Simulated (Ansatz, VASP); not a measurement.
# Two plane-wave programs on W

File INCAR:

```
SYSTEM = W
  PREC = Accurate
  ENCUT = 500
  EDIFF = 1E-6
  ISMEAR = 0
  SIGMA = 0.15
  LREAL = .False.
  LASPH = .True.
  NELM = 120
  ALGO = Normal
  ISIF = 2
  LWAVE = .False.
  LCHARG = .False.
  GGA = CA
  NBANDS = 21
  GGA_COMPAT = .False.
```

File KPOINTS:

```
regular mesh
0
Gamma
  16 16 12
  0 0 0
```

The input POSCAR:

```
W
1.0
    0.0000000000     -1.9864787844     -1.9864787844
    0.0000000000      1.9864787844     -1.9864787844
    3.9729575688      0.0000000000      0.0000000000
W
2
Direct
    0.5203374938      0.4796625062      0.4965768575
   -0.0203374938      0.0203374938      0.0034231425
```

Input for Ansatz:

```yaml
crystal:
  lattice:
    - [0.0, -1.9864787844, -1.9864787844]
    - [0.0, 1.9864787844, -1.9864787844]
    - [3.9729575688, 0.0, 0.0]
  atoms:
    - { symbol: W, position: [0.5203374938, 0.4796625062, 0.4965768575] }
    - { symbol: W, position: [-0.0203374938, 0.0203374938, 0.0034231425] }
basis:
  ecutwfc: 420
kpoints:
  mp_grid: { grid: [16, 16, 12] }
hamiltonian:
  xc: lda
  pseudopotentials: { kind: paw, azcp: { folder: soft_1 } }
scf:
  occupations: { method: gaussian, width: 0.15 }
output:
  forces: true
  stress: true
  eigenvalues: true
  write_density: true
  write_potential: true
  elf: true
  volumetric_format: npy
```

Change from the starting cell: mode 4 frozen in at -0.081 Å and mode 6 at -0.014 Å (largest displacements).

Alike in both runs: task single point; functional LDA; k mesh 16 × 16 × 12; occupations gaussian, width 0.15 eV; no spin polarisation.

|  | VASP | Ansatz |
| --- | --- | --- |
| version | VASP 6.6.1 | Ansatz 0.2.0 |
| potentials or method | VASP PAW LDA potentials, release 64 (W_sv), cutoff 500 eV | scalar-relativistic, plane waves, PAW |
| valence electrons in the cell | 28 | 28 |

```tsv
	VASP	Ansatz	Ansatz less VASP
gap on the k mesh at the Fermi level (eV)	none	none	-
pressure (GPa)	3.3	1.6	-1.71
traceless stress, the component that is largest in VASP (GPa)	-2.39	-2.41	-0.011
rms of the force components (eV/Å)	0.425	0.414	-0.0114
```

Ansatz warns that its potentials were made for another functional, while VASP's fit it. LDA's correlation is that of Perdew and Zunger in VASP and of Perdew and Wang (1992) in Ansatz. Atom by atom the forces differ by 0.011 eV/Å (rms over components). A gap of «none» marks a metal or a gap that the smearing closes.

Spin-orbit coupling is off throughout.
